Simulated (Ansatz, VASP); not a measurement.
## One calculation of SnO2, two programs

INCAR

```
PREC     = Accurate       # precision mode
ENCUT    = 520            # plane-wave cutoff, eV
EDIFF    = 1E-7           # SCF threshold, eV
ISMEAR   = 0              # smearing method
SIGMA    = 0.05           # smearing width, eV
LREAL    = False          # projectors in reciprocal space
LASPH    = True           # aspherical terms in the spheres
NELM     = 100            # most SCF steps
ALGO     = Normal         # electronic algorithm
ISIF     = 2              # what is computed and relaxed
LWAVE    = False          # write WAVECAR
LCHARG   = False          # write CHGCAR
GGA      = PE             # functional
NBANDS   = 35             # bands
```

File KPOINTS:

```
regular mesh
0
Gamma
  6 6 10
```

File POSCAR:

```
SnO2
1.0
    5.0964497775      0.0000000000      0.0000000000
    0.0000000000      5.0964497775      0.0000000000
    0.0000000000      0.0000000000      2.9055046834
Sn O
2 4
Direct
    0.0000000000      0.0000000000      0.0000000000
    0.5000000000      0.5000000000      0.5000000000
    0.3066050867      0.3066050867      0.0000000000
    0.1933949133      0.8066050867      0.5000000000
    0.6933949133      0.6933949133      0.0000000000
    0.8066050867      0.1933949133      0.5000000000
```

Input for Ansatz:

```yaml
crystal:
  lattice:
    - [5.0964497775, 0.0, 0.0]
    - [0.0, 5.0964497775, 0.0]
    - [0.0, 0.0, 2.9055046834]
  atoms:
    - { symbol: Sn, position: [0.0, 0.0, 0.0] }
    - { symbol: Sn, position: [0.5, 0.5, 0.5] }
    - { symbol: O, position: [0.3066050867, 0.3066050867, 0.0] }
    - { symbol: O, position: [0.1933949133, 0.8066050867, 0.5] }
    - { symbol: O, position: [0.6933949133, 0.6933949133, 0.0] }
    - { symbol: O, position: [0.8066050867, 0.1933949133, 0.5] }
basis:
  ecutwfc: 420
kpoints:
  mp_grid: { grid: [6, 6, 10] }
hamiltonian:
  xc: pbe
scf:
  occupations: { method: gaussian, width: 0.05 }
output:
  forces: true
  stress: true
  eigenvalues: true
```

Alike in both runs: task single point; functional PBE; k mesh 6 × 6 × 10; occupations gaussian, width 0.05 eV; no spin polarisation.

|  | VASP | Ansatz |
| --- | --- | --- |
| version | VASP 6.6.1 | Ansatz 0.2.0 |
| potentials or method | VASP PAW PBE potentials, release 64 (Sn_d, O), cutoff 520 eV | scalar-relativistic, plane waves, PAW |
| valence electrons in the cell | 52 | 52 |

```csv
,VASP,Ansatz,Ansatz less VASP
gap on the k mesh at the Fermi level (eV),1.29,1.31,+0.015
least direct gap on the mesh (eV),1.29,1.31,+0.015
pressure (GPa),10.4,9.8,-0.62
"traceless stress, the component that is largest in VASP (GPa)",26.73,26.37,-0.364
rms of the force components (eV/Å),0.180,0.149,-0.0308
```

Atom by atom the forces differ by 0.031 eV/Å (rms over components).
